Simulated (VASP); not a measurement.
Crystal: MnSb.

```
CELL_PARAMETERS angstrom
0.00000 2.79502 2.79502
2.79502 0.00000 2.79502
2.79502 2.79502 0.00000
ATOMIC_POSITIONS crystal
Mn 0.00000 0.00000 0.00000
Sb 0.50000 0.50000 0.50000
```

```yaml
Program: VASP 6.6.1
Task: relaxation of cell and atoms
Functional: PBE
Potentials_or_basis: VASP PAW PBE potentials, release 64 (Mn_pv, Sb)
Cutoff: 600 eV
k_mesh: 14 × 14 × 14
Occupations: gaussian, width 0.1 eV
Spin: no spin polarisation
```

At the start: pressure -14.1 GPa; volume 21.83 Å³/atom.

Where does the relaxation end?

Over 6 steps the energy falls by 202.7 meV/atom and the volume is 17.99 Å³/atom (-17.6 %); space group Fm-3m (No. 225, to 0.1 Å) before and after.

The path:
| step | energy change (eV) | largest force (eV/Å) | pressure (GPa) | volume (Å³) |
| --- | --- | --- | --- | --- |
| 1 | 0.0000 | 0.0000 | -14.06 | 43.67 |
| 2 | -0.2732 | 0.0000 | 13.89 | 32.65 |
| 3 | -0.4053 | 0.0000 | -0.15 | 36.03 |
| 4 | -0.4053 | 0.0000 | 0.31 | 35.89 |
| 5 | -0.4053 | 0.0000 | -0.23 | 36.06 |
| 6 | -0.4053 | 0.0000 | 0.01 | 35.98 |

Final structure:
```
Mn Sb
1.0
     0.00000    2.62037    2.62037
     2.62037    0.00000    2.62037
     2.62037    2.62037    0.00000
Mn Sb
1 1
Cartesian
  0.0000 0.0000 0.0000
  2.6204 2.6204 2.6204
```

Caveat: the volume moved by over 15 % at a fixed basis, so the end points are rough; the run has no spin polarisation, though such a crystal can be magnetic.
